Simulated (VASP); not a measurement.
A run of VASP 6.6.1 is set up as follows.

The input INCAR:

```
ALGO = Normal ; EDIFF = 1E-6
ENCUT = 500 ; GGA = PE
GGA_COMPAT = False ; ISIF = 2
ISMEAR = 0 ; LASPH = True
LCHARG = False ; LREAL = False
LWAVE = False ; NBANDS = 31
NELM = 120 ; PREC = Accurate
SIGMA = 0.1
```

The input KPOINTS:

```
k-points
0
Gamma
  10 10 6
```

File POSCAR:

```
HgH2
1.0
    3.7508932443      0.0000000000      0.0000000000
    0.0000000000      3.7508932443      0.0000000000
    0.0000000000      0.0000000000      7.4247607029
Hg H
2 4
Direct
    0.0000000000      0.5000000000      0.8489638948
    0.5000000000      0.0000000000      0.1510361052
    0.0000000000      0.0000000000      0.0000000000
    0.5000000000      0.5000000000      0.0000000000
    0.0000000000      0.5000000000      0.6264360603
    0.5000000000      0.0000000000      0.3735639397
```

Potentials or basis: VASP PAW PBE potentials, release 64 (Hg_sv_GW, H).

The run is started by

```bash
$ cat potpaw_PBE.64/Hg_sv_GW/POTCAR potpaw_PBE.64/H/POTCAR > POTCAR
$ mpirun -np 1 vasp_std > vasp.out
```

(1) What does it give for the band gap on the k mesh?

(2) Estimate the pressure.

(3) Predict the largest force.

Answers

(1) zero (band 22 reaches 1.63 eV, above the bottom of band 23 at 1.30 eV).

(2) -0.7 GPa.

(3) 0.004 eV/Å.

Caveat: spin-orbit coupling is left out, which moves the levels of the heavy elements.
